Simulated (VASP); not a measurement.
# SiB2 (P-3m1) in VASP: relaxation of cell and atoms with PBE

Aim: the relaxation of cell and atoms of SiB2 with PBE.

Program: VASP 6.6.1. These are calculated values, not measurements. Logs are shortened: lines on timing, memory, paths and dates and some standing lists are left out, and cuts for length are marked.

### 1 The cell of the first run

It takes space group P-3m1 (No. 164, trigonal). Conventional cell: a = 2.905 Å, b = 2.905 Å, c = 3.505 Å, α = 90.00°, β = 90.00°, γ = 120.00°. Si (site symmetry -3m) has 12 B at 2.24 to 2.63 Å and 6 Si at 2.91 Å within 3.0 Å. Within 2.3 Å of B (site symmetry 3m) lie 3 B at 1.76 Å and 3 Si at 2.24 Å.

The cell was generated, and may not be a known phase.

### 2 Relaxation of cell and atoms, PBE

INCAR

```
PREC = Accurate
ENCUT = 600
EDIFF = 1E-6
ISMEAR = 0
SIGMA = 0.1
LREAL = F
LASPH = T
NELM = 80
ALGO = Fast
ISIF = 3
LWAVE = F
LCHARG = F
GGA = PE
IBRION = 2
NSW = 100
EDIFFG = -0.01
```

KPOINTS

```
Automatic mesh
0
Gamma
  12 12 10
```

POSCAR

```
SiB2
1.0
    2.9054920379      0.0000000000      0.0000000000
   -1.4527460189      2.5162299153      0.0000000000
    0.0000000000      0.0000000000      3.5045033605
Si B
1 2
Direct
    0.0000000000      0.0000000000      0.0000000000
    0.3333333333      0.6666666667      0.5767854560
    0.6666666667      0.3333333333      0.4232145440
```

Potentials or basis: VASP PAW PBE potentials, release 64 (Si, B).

On the command line:

```sh
$ cat potpaw_PBE.64/Si/POTCAR potpaw_PBE.64/B/POTCAR > POTCAR
$ mpirun -np 1 vasp_std > vasp.out
```

OUTCAR:

```text
PREC = Accurate
   ENCUT = 600
   EDIFF = 1E-6
   ISMEAR = 0
   LREAL = F
   LASPH = T
   NELM = 80
   ISIF = 3
   GGA = PE
   IBRION = 2
   NSW = 100
   EDIFFG = -0.01

 ion  position               nearest neighbor table
   1  0.000  0.000  0.000-   2 2.24   3 2.24   2 2.24   3 2.24   3 2.24   2 2.24   2 2.63   3 2.63
                             3 2.63   2 2.63   2 2.63   3 2.63
   2  0.333  0.667  0.577-   3 1.76   3 1.76   3 1.76   1 2.24   1 2.24   1 2.24   1 2.63   1 2.63
                             1 2.63
   3  0.667  0.333  0.423-   2 1.76   2 1.76   2 1.76   1 2.24   1 2.24   1 2.24   1 2.63   1 2.63
                             1 2.63

  LATTYP: Found a hexagonal cell.
 ALAT       =     2.9054920379
 C/A-ratio  =     1.2061651916

  Lattice vectors:

 A1 = (   2.9054920379,   0.0000000000,   0.0000000000)
 A2 = (  -1.4527460189,   2.5162299153,   0.0000000000)
 A3 = (   0.0000000000,   0.0000000000,   3.5045033605)

Analysis of symmetry for initial positions (statically):
=====================================================================
 Subroutine PRICEL returns:
 Original cell was already a primitive cell.

 Routine SETGRP: Setting up the symmetry group for a
 hexagonal supercell.

 Subroutine GETGRP returns: Found 12 space group operations
 (whereof 12 operations were pure point group operations)
 out of a pool of 24 trial point group operations.

The static configuration has the point symmetry D_3d.

Analysis of symmetry for dynamics (positions and initial velocities):
=====================================================================
 Subroutine PRICEL returns:
 Original cell was already a primitive cell.

 Routine SETGRP: Setting up the symmetry group for a
 hexagonal supercell.

 Subroutine GETGRP returns: Found 12 space group operations
 (whereof 12 operations were pure point group operations)
 out of a pool of 24 trial point group operations.

The dynamic configuration has the point symmetry D_3d.

 Subroutine INISYM returns: Found 12 space group operations
 (whereof 12 operations are pure point group operations),
 and found     1 'primitive' translations

----------------------------------------------------------------------------------------

                                     Primitive cell

  volume of cell :      25.6210

  direct lattice vectors                    reciprocal lattice vectors
     2.905492038  0.000000000  0.000000000     0.344175784  0.198709982  0.000000000
    -1.452746019  2.516229915  0.000000000     0.000000000  0.397419963  0.000000000
     0.000000000  0.000000000  3.504503361     0.000000000  0.000000000  0.285347137

  length of vectors
     2.905492038  2.905492038  3.504503361     0.397419963  0.397419963  0.285347137

  position of ions in fractional coordinates (direct lattice)
     0.000000000  0.000000000  0.000000000
     0.333333333  0.666666667  0.576785456
     0.666666667  0.333333333  0.423214544

  ion indices of the primitive-cell ions
   primitive index   ion index
                 1           1
                 2           2
                 3           3

----------------------------------------------------------------------------------------

 KPOINTS: Automatic mesh

Automatic generation of k-mesh.
 Grid dimensions read from file:
 generate k-points for:   12   12   10

 Generating k-lattice:

  Cartesian coordinates                     Fractional coordinates (reciprocal lattice)
     0.028681315  0.016559165  0.000000000     0.083333333  0.000000000  0.000000000
     0.000000000  0.033118330  0.000000000     0.000000000  0.083333333  0.000000000
     0.000000000  0.000000000  0.028534714     0.000000000  0.000000000  0.100000000

  Length of vectors
     0.033118330  0.033118330  0.028534714

  Shift w.r.t. Gamma in fractional coordinates (k-lattice)
     0.000000000  0.000000000  0.000000000

 Subroutine IBZKPT returns following result:
 ===========================================

 Found    162 irreducible k-points:

 Following reciprocal coordinates:
            Coordinates               Weight
  0.000000  0.000000  0.000000      1.000000
  0.083333  0.000000  0.000000      6.000000
  0.166667  0.000000  0.000000      6.000000
  0.250000  0.000000  0.000000      6.000000
  0.333333  0.000000  0.000000      6.000000
  0.416667  0.000000  0.000000      6.000000
[... 16 lines left out ...]
  0.166667  0.000000  0.100000      6.000000
  0.000000  0.166667  0.100000      6.000000
 [... further k-points ...]
   k-points           NKPTS =    162   k-points in BZ     NKDIM =    162   number of bands    NBANDS=      9
   number of dos      NEDOS =    301   number of ions     NIONS =      3
   total plane-waves  NPLWV =  16128
   dimension x,y,z NGX =    24 NGY =   24 NGZ =   28
   dimension x,y,z NGXF=    48 NGYF=   48 NGZF=   56
   ions per type =               1   2
   NGX,Y,Z   is equivalent  to a cutoff of  13.73, 13.73, 13.28 a.u.
   NGXF,Y,Z  is equivalent  to a cutoff of  27.46, 27.46, 26.57 a.u.
 SYSTEM =  unknown system
   PREC   = accura    normal or accurate (medium, high low for compatibility)
   ISTART =      0    job   : 0-new  1-cont  2-samecut
   ICHARG =      2    charge: 1-file 2-atom 10-const
   ISPIN  =      1    spin polarized calculation?
   LNONCOLLINEAR =      F non collinear calculations
   LSORBIT =      F    spin-orbit coupling
   LASPH  =      T    aspherical Exc in radial PAW
   ENCUT  =  600.0 eV  44.10 Ry    6.64 a.u.   5.80  5.80  7.00*2*pi/ulx,y,z
   NELM   =     80;   NELMIN=  2; NELMDL= -5     # of ELM steps
   EDIFF  = 0.1E-05   stopping-criterion for ELM
   LREAL  =      F    real-space projection
   EDIFFG = -.1E-01   stopping-criterion for IOM
   NSW    =    100    number of steps for IOM
   IBRION =      2    ionic relax: 0-MD 1-quasi-New 2-CG
   NFREE  =      1    steps in history (QN), initial steepest desc. (CG)
   ISIF   =      3    stress and relaxation
   ISYM   =      2    0-nonsym 1-usesym 2-fastsym
   POTIM  = 0.5000    time-step for ionic-motion
   TEBEG  =    0.0;   TEEND  =   0.0 temperature during run
   PSTRESS=    0.0 pullay stress
   NELECT =      10.0000    total number of electrons
   NUPDOWN=      -1.0000    fix difference up-down
   EMIN   =  10.00;   EMAX   =-10.00  energy-range for DOS
   EFERMI =   0.00;   METHOD = LEGACY
   ISMEAR =     0;   SIGMA  =   0.10  broadening in eV -4-tet -1-fermi 0-gaus
   EFERMI_NEDOS =   21; number of points for ismear=-14 and -15
   IALGO  =     68    algorithm
   IMIX   =      4    mixing-type and parameters
     AMIX     =   0.40;   BMIX     =  1.00
     AMIX_MAG =   1.60;   BMIX_MAG =  1.00
  volume/ion in A,a.u.               =       8.54        57.63
  Fermi-wavevector in a.u.,A,eV,Ry     =   1.196399  2.260866 19.474975  1.431370
  Thomas-Fermi vector in A             =   2.332340
   LORBIT       =      0    0 simple, 1 ext, 2 COOP (PROOUT), +10 PAW based schemes
   GGA     = PE    functional components
   LHFCALC =     F    Hartree Fock is set to
   AEXX    =    0.0000 exact exchange contribution
   IVDW    =     0    specifies the selected vdW correction
   LEPSILON=     F    determine dielectric tensor
   LRPA    =     F    only Hartree local field effects (RPA)
 conjugate gradient relaxation of ions
 non-spin polarized calculation
 RMM-DIIS sequential band-by-band and
 Gauss-broadening in eV      SIGMA  =   0.10
  energy-cutoff  :      600.00
  volume of cell :       25.62
 maximum number of plane-waves:       868
   NGX = 11   NGY = 11   NGZ = 13

--------------------------------------- Ionic step        1  -------------------------------------------

 number of electron      10.0000001 magnetization

 Free energy of the ion-electron system (eV)
  ---------------------------------------------------
  ext. energy  EPLUGINS =         0.00000000
  ---------------------------------------------------
  free energy    TOTEN  =       -17.44772815 eV

  energy without entropy =      -17.44492143  energy(sigma->0) =      -17.44632479

------------------------ aborting loop because EDIFF is reached ----------------------------------------

  FORCE on cell =-STRESS in cart. coord.  units (eV):
  Direction    XX          YY          ZZ          XY          YZ          ZX
  --------------------------------------------------------------------------------------
  -------------------------------------------------------------------------------------
  Total        0.1080842      0.1080842     -0.1660290      0.0000000      0.0000000      0.0000000
  in kB        6.7589050      6.7589050    -10.3824093      0.0000000      0.0000000      0.0000000
  external PRESSURE =       1.0451336 kB  Pullay stress =       0.0000000 kB
[... 96 lines left out ...]
  energy  without entropy=      -17.4451450059  energy(sigma->0) =      -17.44662081

--------------------------------------- Ionic step        4  -------------------------------------------

 number of electron      10.0000000 magnetization

 Free energy of the ion-electron system (eV)
  ---------------------------------------------------
  ext. energy  EPLUGINS =         0.00000000
  ---------------------------------------------------
  free energy    TOTEN  =       -17.44811620 eV

  energy without entropy =      -17.44512495  energy(sigma->0) =      -17.44662057

 E-fermi :   9.5800     XC(G=0): -12.0901

 val. band max:        9.5610766966   @ k =   0.2500   0.2500   0.2000
 cond. band min:       9.6141953888   @ k =   0.1667   0.1667   0.2000
 fundamental gap:      0.0531186922
 Fermi energy:         9.5800328065

 k-point     1 :       0.0000    0.0000    0.0000
  band No.  band energies     occupation
      1      -6.2759      2.00000
      2       3.4880      2.00000
      3       5.3383      2.00000
      4       9.8995      0.00001
      5       9.8995      0.00001
      6      13.3163      0.00000
      7      13.3163      0.00000
      8      18.9558      0.00000
      9      18.9947      0.00000
[... 265 lines left out ...]
 k-point    24 :       0.0000    0.1667    0.1000
  band No.  band energies     occupation
      1      -5.5976      2.00000
      2       2.7990      2.00000
      3       7.0519      2.00000
      4       7.2084      2.00000
      5       8.4358      2.00000
      6      12.6464      0.00000
      7      15.8028      0.00000
      8      16.8959      0.00000
      9      18.8577      0.00000

 [... further k-points ...]

------------------------ aborting loop because EDIFF is reached ----------------------------------------

  FORCE on cell =-STRESS in cart. coord.  units (eV):
  Direction    XX          YY          ZZ          XY          YZ          ZX
  --------------------------------------------------------------------------------------
  -------------------------------------------------------------------------------------
  Total        0.0104003      0.0104003      0.0088433      0.0000000     -0.0000000      0.0000000
  in kB        0.6507411      0.6507411      0.5533182      0.0000000     -0.0000000      0.0000000
  external PRESSURE =       0.6182668 kB  Pullay stress =       0.0000000 kB
[... 18 lines left out ...]
  FREE ENERGIE OF THE ION-ELECTRON SYSTEM (eV)
  ---------------------------------------------------
  free  energy   TOTEN  =       -17.4481161976 eV

  energy  without entropy=      -17.4451249469  energy(sigma->0) =      -17.44662057

 reached required accuracy - stopping structural energy minimisation
```

It took 1.7 min on 1 thread of Oxide Virtual Turin-like, shared host; peak memory 0.14 GiB.

What came out:

```yaml
Free_energy: -17.4481 eV
Relaxed_volume: 8.54 Å³/atom
Relaxed_cell: a = 2.909 Å, b = 2.909 Å, c = 3.493 Å, α = 90.00°, β = 90.00°, γ = 120.00°
Space_group_after_relaxing_to_0.1_Å: P-3m1 (No. 164)
Energy_gained_by_relaxing: 0.1 meV/atom
Ionic_steps: 4
Pressure_after_relaxing: 0.1 GPa
Largest_force_after_relaxing: 0.003 eV/Å
Band_gap_on_the_k_mesh: zero (bands 5 and 6 overlap by 9.84 eV)
```

Forces on the atoms (eV/Å):
```
Si   0.000  0.000  0.000
B    0.000  0.000 -0.003
B    0.000  0.000  0.003
```

The path:
| step | energy change (eV) | largest force (eV/Å) | pressure (GPa) | volume (Å³) |
| --- | --- | --- | --- | --- |
| 1 | 0.0000 | 0.0076 | 0.10 | 25.62 |
| 2 | -0.0004 | 0.0107 | -0.20 | 25.64 |
| 3 | -0.0004 | 0.0093 | -0.18 | 25.64 |
| 4 | -0.0004 | 0.0030 | 0.06 | 25.61 |

Final structure:
```
Si B
1.0
     2.90927    0.00000    0.00000
    -1.45463    2.51950    0.00000
     0.00000    0.00000    3.49341
Si B
1 2
Cartesian
  0.0000 0.0000 3.4934
  0.0000 1.6797 2.0149
  1.4546 0.8398 1.4785
```

The gap in the log of VASP goes by the Fermi energy; the results here count the filled bands.